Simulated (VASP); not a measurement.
Set up this calculation in VASP 6.6.1, as the native input.

- Task: single point
- Functional: PBE
- Potentials or basis: VASP PAW PBE potentials, release 64 (Mg, O)
- Cutoff: 520 eV
- k mesh: 9 × 9 × 8
- Occupations: gaussian, width 0.05 eV
- Spin: no spin polarisation
- Dipole correction: no
- Further INCAR settings: ALGO = Normal; EDIFF = 1e-06; NBANDS = 11

The structure of MgO lies in POSCAR:

```
MgO
1.0
    2.8939505899      0.0000000000      0.0000000000
   -1.4469752949      2.5062347281      0.0000000000
    0.0000000000      0.0000000000      2.7198752000
Mg O
1 1
Direct
    0.0000000000      0.0000000000      0.0000000000
    0.3333333333      0.6666666667      0.5000000000
```

This cell differs from its parent crystal: strain -0.015 along x and y, +0.015 along z.

The input as run:

INCAR

```
PREC = Accurate
ENCUT = 520
EDIFF = 1E-6
ISMEAR = 0
SIGMA = 0.05
LREAL = False
LASPH = True
NELM = 60
ALGO = Normal
ISIF = 2
LWAVE = False
LCHARG = True
GGA = PE
LELF = True
LVHAR = True
NBANDS = 11
```

KPOINTS

```
regular mesh
0
Gamma
  9 9 8
```

Potentials or basis: VASP PAW PBE potentials, release 64 (Mg, O).

Command:

```sh
$ cat potpaw_PBE.64/Mg/POTCAR potpaw_PBE.64/O/POTCAR > POTCAR
$ mpirun -np 1 vasp_std > vasp.out
```

Results of the run:

| Property | Result |
| --- | --- |
| Pressure | 0.9 GPa |
| Band gap on the k mesh | 3.03 eV, indirect (least direct gap 3.48 eV) |

Caveat: the cell differs from its parent crystal (strain -0.015 along x and y, +0.015 along z).

It took 9.2 s on 1 thread of AMD EPYC 7R13 Processor (Zen 3) (shared host), peak memory 0.11 GiB.
